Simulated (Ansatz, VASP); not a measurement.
# Two plane-wave programs on KI

```
CELL_PARAMETERS angstrom
4.21027 0.00000 0.00000
0.00000 4.21027 0.00000
0.00000 0.00000 4.21027
ATOMIC_POSITIONS crystal
K 0.00000 0.00000 0.00000
I 0.50000 0.50000 0.50000
```

Change from the starting cell: hydrostatic strain -1.9%.

Alike in both runs: task single point; functional HSE06; k mesh 4 × 4 × 4; no spin polarisation.

|  | VASP | Ansatz |
| --- | --- | --- |
| version | VASP 6.6.1 | Ansatz 0.2.0 |
| potentials or method | VASP PAW PBE potentials, release 64 (K_sv, I) | plane waves, PAW |
| plane-wave cutoff (eV) | 520 | 420 |
| occupations | gaussian, width 0.01 eV | fixed |
| valence electrons in the cell | 16 | 26 |

|  | VASP | Ansatz | Ansatz less VASP |
| --- | --- | --- | --- |
| gap on the k mesh at the Fermi level (eV) | 4.46 | 4.47 | +0.014 |
| pressure (GPa) | 1.3 | 1.2 | -0.01 |

VASP's potentials hold 16 valence electrons a cell and Ansatz's 26, so a difference there can come from the potentials and not from the codes. Ansatz's warnings: stress exchange threshold loose, stress scf threshold loose.

Neither program's run includes spin-orbit coupling.
